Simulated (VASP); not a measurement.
Write the native input for VASP 6.6.1 that does the following.

```
Task                   : single point
Functional             : PBE
Potentials or basis    : VASP PAW PBE potentials, release 64 (Cd, S)
Cutoff                 : 520 eV
k mesh                 : 10 × 10 × 10
Occupations            : tetrahedron
Spin                   : no spin polarisation
Dipole correction      : no
Further INCAR settings : ALGO = Normal; EDIFF = 1e-06; NBANDS = 16
```

The structure of CdS lies in POSCAR:

```
CdS
1.0
    0.0000000000      2.9633540255      2.9633540255
    2.9633540255      0.0000000000      2.9633540255
    2.9633540255      2.9633540255      0.0000000000
Cd S
1 1
Direct
    0.0000000000      0.0000000000      0.0000000000
    0.7500000000      0.7500000000      0.7500000000
```

The input as run:

INCAR

```
PREC = Accurate
ENCUT = 520
EDIFF = 1E-6
ISMEAR = -5
SIGMA = 0.1
LREAL = False
LASPH = True
NELM = 100
ALGO = Normal
ISIF = 2
LWAVE = False
LCHARG = True
GGA = PE
LELF = True
LVHAR = True
NBANDS = 16
```

KPOINTS

```
regular mesh
0
Gamma
  10 10 10
```

Potentials or basis: VASP PAW PBE potentials, release 64 (Cd, S).

Command:

```sh
$ cat potpaw_PBE.64/Cd/POTCAR potpaw_PBE.64/S/POTCAR > POTCAR
$ mpirun -np 1 vasp_std > vasp.out
```

It gave:

```json
{
  "Pressure": "0.3 GPa",
  "Band gap on the k mesh": "1.04 eV, direct"
}
```

Wall time 30 s on 1 thread of Intel Xeon 6975P-C, on a shared host, peak memory 0.19 GiB.
